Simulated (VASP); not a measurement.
# AlN (Cmc2_1) in VASP: a series of runs, part 2 of 2

VASP 6.6.1.

## 4. Single point, LDA

This run uses another cell than the first one, of 10.47 Å³/atom, 1.106 times its volume.

INCAR

```
SYSTEM = AlN
PREC = Accurate ; ENCUT = 520
EDIFF = 1E-6 ; ISMEAR = 0
SIGMA = 0.05 ; LREAL = .False.
LASPH = .True. ; NELM = 60
ALGO = Normal ; ISIF = 2
LWAVE = .False. ; LCHARG = .True.
GGA = CA ; LELF = .True.
LVHAR = .True. ; NBANDS = 16
```

KPOINTS

```
regular mesh
0
Gamma
  9 9 6
  0 0 0
```

POSCAR

```
AlN
1.0
    3.1143789636      0.0000000000      0.0000000000
   -1.5571894818      2.6971312995      0.0000000000
    0.0000000000      0.0000000000      4.9848021043
Al N
2 2
Direct
    0.3172581426      0.6345162853      0.0015212672
    0.6827418574      0.3654837147      0.5015212672
    0.3476777443      0.6953554887      0.3834787328
    0.6523222557      0.3046445113      0.8834787328
```

Launch:

```sh
$ cat potpaw_LDA.64/Al/POTCAR potpaw_LDA.64/N/POTCAR > POTCAR
$ mpirun -np 1 vasp_std > vasp.out
```

It took 31 s on 1 thread of Intel Xeon 6975P-C, shared host; peak memory 0.18 GiB.

The run converged. Its results:

| Item | Value |
| --- | --- |
| Free energy | -32.7696 eV |
| Pressure | -4.7 GPa |
| Largest force | 0.456 eV/Å |
| Band gap on the k mesh | 4.12 eV, direct |

Forces in eV/Å, atoms in the order of the input:
```
Al   0.000  0.453  0.057
Al   0.000 -0.453  0.057
N    0.000 -0.253 -0.057
N    0.000  0.253 -0.057
```

Stress tensor (GPa, compression positive):
```
-4.87  0.00  0.00
 0.00 -4.91  0.00
 0.00  0.00 -4.26
```

Levels at points of the mesh, in eV from the valence-band top:
| k point | band 5 | band 6 | band 7 | band 8 | band 9 | band 10 | band 11 | band 12 |
| --- | --- | --- | --- | --- | --- | --- | --- | --- |
| (0.00, 0.00, 0.00) | -0.88 | -0.40 | -0.16 | 0.00 | 4.12 | 6.46 | 10.28 | 10.62 |
| (0.00, 0.00, 0.50) | -0.64 | -0.64 | -0.57 | -0.57 | 6.30 | 6.30 | 10.04 | 10.04 |

## 5. Single point, LDA

This run uses another cell than the first one, of 10.73 Å³/atom, 1.134 times its volume.

INCAR

```
PREC = Accurate
ENCUT = 520
EDIFF = 1E-6
ISMEAR = 0
SIGMA = 0.05
LREAL = False
LASPH = True
NELM = 80
ALGO = Normal
ISIF = 2
LWAVE = False
LCHARG = False
GGA = CA
NBANDS = 16
```

KPOINTS

```
Automatic mesh
0
Gamma
  9 9 6
```

POSCAR

```
AlN
1.0
    3.1403243997      0.0000000000      0.0000000000
   -1.5701621999      2.7196007063      0.0000000000
    0.0000000000      0.0000000000      5.0263297624
Al N
2 2
Direct
    0.3172581426      0.6345162853      0.0015212672
    0.6827418574      0.3654837147      0.5015212672
    0.3476777443      0.6953554887      0.3834787328
    0.6523222557      0.3046445113      0.8834787328
```

Potentials or basis: VASP PAW LDA potentials, release 64 (Al, N).

Launch:

```sh
$ cat potpaw_LDA.64/Al/POTCAR potpaw_LDA.64/N/POTCAR > POTCAR
$ mpirun -np 1 vasp_std > vasp.out
```

OUTCAR:

```text
PREC = Accurate
   ENCUT = 520
   EDIFF = 1E-6
   ISMEAR = 0
   LREAL = False
   LASPH = True
   NELM = 80
   ISIF = 2
   GGA = CA

 ion  position               nearest neighbor table
   1  0.317  0.635  0.002-   4 1.90   4 1.90   4 1.92   3 1.93   2 3.05   2 3.05   2 3.05   2 3.05
                             2 3.20   2 3.20
   2  0.683  0.365  0.502-   3 1.90   3 1.90   3 1.92   4 1.93   1 3.05   1 3.05   1 3.05   1 3.05
                             1 3.20   1 3.20
   3  0.348  0.695  0.383-   2 1.90   2 1.90   2 1.92   1 1.93
   4  0.652  0.305  0.883-   1 1.90   1 1.90   1 1.92   2 1.93

  LATTYP: Found a hexagonal cell.
 ALAT       =     3.1403243997
 C/A-ratio  =     1.6005766038

  Lattice vectors:

 A1 = (   3.1403243997,   0.0000000000,   0.0000000000)
 A2 = (  -1.5701621999,   2.7196007063,   0.0000000000)
 A3 = (   0.0000000000,   0.0000000000,   5.0263297624)

Analysis of symmetry for initial positions (statically):
=====================================================================
 Subroutine PRICEL returns:
 Original cell was already a primitive cell.

 Routine SETGRP: Setting up the symmetry group for a
 hexagonal supercell.

 Subroutine GETGRP returns: Found  4 space group operations
 (whereof  2 operations were pure point group operations)
 out of a pool of 24 trial point group operations.

The static configuration has the point symmetry C_1h.
 The point group associated with its full space group is C_2v.

Analysis of symmetry for dynamics (positions and initial velocities):
=====================================================================
 Subroutine PRICEL returns:
 Original cell was already a primitive cell.

 Routine SETGRP: Setting up the symmetry group for a
 hexagonal supercell.

 Subroutine GETGRP returns: Found  4 space group operations
 (whereof  2 operations were pure point group operations)
[... 120 lines left out ...]
   EMIN   =  10.00;   EMAX   =-10.00  energy-range for DOS
   EFERMI =   0.00;   METHOD = LEGACY
   ISMEAR =     0;   SIGMA  =   0.05  broadening in eV -4-tet -1-fermi 0-gaus
   EFERMI_NEDOS =   21; number of points for ismear=-14 and -15
   IALGO  =     38    algorithm
   IMIX   =      4    mixing-type and parameters
     AMIX     =   0.40;   BMIX     =  1.00
     AMIX_MAG =   1.60;   BMIX_MAG =  1.00
  volume/ion in A,a.u.               =      10.73        72.42
  Fermi-wavevector in a.u.,A,eV,Ry     =   1.178161  2.226401 18.885746  1.388063
  Thomas-Fermi vector in A             =   2.314495
   LORBIT       =      0    0 simple, 1 ext, 2 COOP (PROOUT), +10 PAW based schemes
   GGA     = CA    functional components
   LHFCALC =     F    Hartree Fock is set to
   AEXX    =    0.0000 exact exchange contribution
   IVDW    =     0    specifies the selected vdW correction
   LEPSILON=     F    determine dielectric tensor
   LRPA    =     F    only Hartree local field effects (RPA)
 non-spin polarized calculation
 Gauss-broadening in eV      SIGMA  =   0.05
  energy-cutoff  :      520.00
  volume of cell :       42.93
 maximum number of plane-waves:      1182
   NGX = 11   NGY = 11   NGZ = 19

 number of electron      15.9999999 magnetization

 Free energy of the ion-electron system (eV)
  ---------------------------------------------------
  ext. energy  EPLUGINS =         0.00000000
  ---------------------------------------------------
  free energy    TOTEN  =       -32.72415492 eV

  energy without entropy =      -32.72415492  energy(sigma->0) =      -32.72415492

 E-fermi :   5.9412     XC(G=0): -11.1301

 val. band max:        5.6851173281   @ k =   0.0000   0.0000   0.0000
 cond. band min:       9.5840349139   @ k =   0.0000   0.0000   0.0000
 fundamental gap:      3.8989175858
 Fermi energy:         5.9411530108

 k-point     1 :       0.0000    0.0000    0.0000
  band No.  band energies     occupation
      1      -9.2289      2.00000
      2      -7.0880      2.00000
      3      -0.2823      2.00000
      4       4.7404      2.00000
      5       4.8195      2.00000
      6       5.2994      2.00000
[... 433 lines left out ...]
      3       0.6522      2.00000
      4       1.6763      2.00000
      5       2.4691      2.00000
      6       2.5276      2.00000
[... 8 lines left out ...]
     15      17.7707      0.00000
     16      19.9228      0.00000

 [... further k-points ...]
[... 5 lines left out ...]
  --------------------------------------------------------------------------------------
  -------------------------------------------------------------------------------------
  Total       -2.5850878     -2.5568995     -2.3044743      0.0000000      0.0000000      0.0000000
  in kB      -96.4839886    -95.4319082    -86.0105673      0.0000000      0.0000000      0.0000000
  external PRESSURE =     -92.6421547 kB  Pullay stress =       0.0000000 kB

 VOLUME and BASIS-vectors are now :
 -----------------------------------------------------------------------------
  energy-cutoff  :      520.00
  volume of cell :       42.93
      direct lattice vectors                 reciprocal lattice vectors
     3.140324400  0.000000000  0.000000000     0.318438439  0.183850519  0.000000000
    -1.570162200  2.719600706  0.000000000     0.000000000  0.367701037  0.000000000
     0.000000000  0.000000000  5.026329762     0.000000000  0.000000000  0.198952327

 POSITION                                       TOTAL-FORCE (eV/Angst)
 -----------------------------------------------------------------------------------
     -0.00000      1.72563      0.00765        -0.000000      0.449865      0.060474
      1.57016      0.99397      2.52081         0.000000     -0.449865      0.060474
     -0.00000      1.89109      1.92749         0.000000     -0.265557     -0.060474
      1.57016      0.82851      4.44066        -0.000000      0.265557     -0.060474
 -----------------------------------------------------------------------------------
    total drift:                               -0.000000      0.000000      0.000553

  FREE ENERGIE OF THE ION-ELECTRON SYSTEM (eV)
  ---------------------------------------------------
  free  energy   TOTEN  =       -32.7241549196 eV

  energy  without entropy=      -32.7241549196  energy(sigma->0) =      -32.72415492
```

It took 44 s on 1 thread of Intel Xeon 6975P-C, shared host; peak memory 0.18 GiB.

What came out:

* Free energy: -32.7242 eV
* Pressure: -9.3 GPa
* Largest force: 0.454 eV/Å
* Band gap on the k mesh: 3.90 eV, direct

Forces on the atoms (eV/Å):
```
Al   0.000  0.450  0.060
Al   0.000 -0.450  0.060
N    0.000 -0.266 -0.060
N    0.000  0.266 -0.060
```

A k mesh can miss the band edges.

## 6. Single point, LDA

This run uses another cell than the first one, of 10.73 Å³/atom, 1.134 times its volume.

INCAR

```
PREC = Accurate
ENCUT = 520
EDIFF = 1E-6
ISMEAR = 0
SIGMA = 0.05
LREAL = F
LASPH = T
NELM = 60
ALGO = Normal
ISIF = 2
LWAVE = F
LCHARG = F
NBANDS = 16
```

KPOINTS

```
regular mesh
0
Gamma
  9 9 6
```

POSCAR

```
AlN
1.0
    3.1403243997      0.0000000000      0.0000000000
   -1.5701621999      2.7196007063      0.0000000000
    0.0000000000      0.0000000000      5.0263297624
Al N
2 2
Direct
    0.3494085240      0.6988170481      0.0015212672
    0.6505914760      0.3011829519      0.5015212672
    0.3189889223      0.6379778447      0.3834787328
    0.6810110777      0.3620221553      0.8834787328
```

Potentials or basis: VASP PAW LDA potentials, release 64 (Al, N).

Launch:

```sh
$ cat potpaw_LDA.64/Al/POTCAR potpaw_LDA.64/N/POTCAR > POTCAR
$ mpirun -np 1 vasp_std > vasp.out
```

Run time: 31 s. Hardware: 1 thread of Intel Xeon 6975P-C, shared host; peak memory 0.18 GiB.

Results (log left out):

```
Free energy            : -32.7217 eV
Pressure               : -9.3 GPa
Largest force          : 0.518 eV/Å
Band gap on the k mesh : 3.90 eV, direct
```

Forces in eV/Å, atoms in the order of the input:
```
Al   0.000 -0.515  0.061
Al   0.000  0.515  0.061
N    0.000  0.239 -0.061
N    0.000 -0.239 -0.061
```

Stress tensor (GPa, compression positive):
```
 -8.84   0.00   0.00
  0.00 -10.40   0.00
  0.00   0.00  -8.53
```

Levels at points of the mesh, in eV from the valence-band top:
| k point | band 6 | band 7 | band 8 | band 9 | band 10 | band 11 |
| --- | --- | --- | --- | --- | --- | --- |
| (0.00, 0.00, 0.00) | -0.40 | -0.13 | 0.00 | 3.90 | 6.24 | 10.10 |
| (0.00, 0.00, 0.50) | -0.63 | -0.55 | -0.55 | 6.09 | 6.09 | 9.83 |

A k mesh can miss the band edges.

## 7. The runs side by side

| cell | gap on the mesh (eV) | pressure (GPa) | largest force (eV/Å) |
| --- | --- | --- | --- |
| a = 3.012, b = 3.012, c = 4.820 Å, angles 90.0, 90.0, 120.0°, 4 atoms | 4.85 | 19.2 | 0.46 |
| a = 3.114, b = 3.114, c = 4.985 Å, angles 90.0, 90.0, 120.0°, 4 atoms | 4.12 | -4.7 | 0.46 |
| a = 3.140, b = 3.140, c = 5.026 Å, angles 90.0, 90.0, 120.0°, 4 atoms | 3.90 | -9.3 | 0.52 |

Some of these runs hold the atoms at other places in the same cell, which the table doesn't show; runs alike in all that it shows share one row.

Alike in all rows: task single point; level LDA; potentials or basis VASP PAW LDA potentials, release 64 (Al, N); no spin polarisation; k mesh 9 × 9 × 6; cutoff (eV) 520; smearing gaussian 0.05 eV.

Absolute energies hang on the potentials; compare differences alone.
